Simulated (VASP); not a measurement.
Al2O, 3 atoms in the cell. The structure is tetragonal, space group I4/mmm (No. 139). Conventional cell: a = 3.881 Å, b = 3.881 Å, c = 6.608 Å, α = 90.00°, β = 90.00°, γ = 90.00°. Within 2.6 Å of Al (site symmetry mmm) lie 2 O at 1.94 Å. Within 2.6 Å of O (site symmetry 4/mmm) lie 4 Al at 1.94 Å. 

| Quantity | Value |
| --- | --- |
| Program | VASP 6.6.1 |
| Task | single point |
| Functional | PBE |
| Potentials or basis | VASP PAW PBE potentials, release 64 (Al, O) |
| Cutoff | 520 eV |
| k mesh | 6 × 6 × 6 |
| Occupations | gaussian, width 0.1 eV |
| Spin | collinear spin, ferromagnetic start |
| Starting moments | [0.0, 0.0, 1.0] μB |
| Dipole correction | no |
| Further INCAR settings | ALGO = Normal; EDIFF = 1e-06; NBANDS = 17 |

Potentials or basis: VASP PAW PBE potentials, release 64 (Al, O).

The run is started by

```console
$ cat potpaw_PBE.64/Al/POTCAR potpaw_PBE.64/O/POTCAR > POTCAR
$ mpirun -np 1 vasp_std > vasp.out
```

Hardware: 1 thread of Intel(R) Xeon(R) Platinum 8375C CPU @ 2.90GHz (Ice Lake), with other jobs on the host.

Q: How long does it take, and how much memory?

A: Run time: 55 s on 1 thread of Intel(R) Xeon(R) Platinum 8375C CPU @ 2.90GHz (Ice Lake), on a shared host, peak memory 0.21 GiB. Counts: scf iterations 16, k points 30.
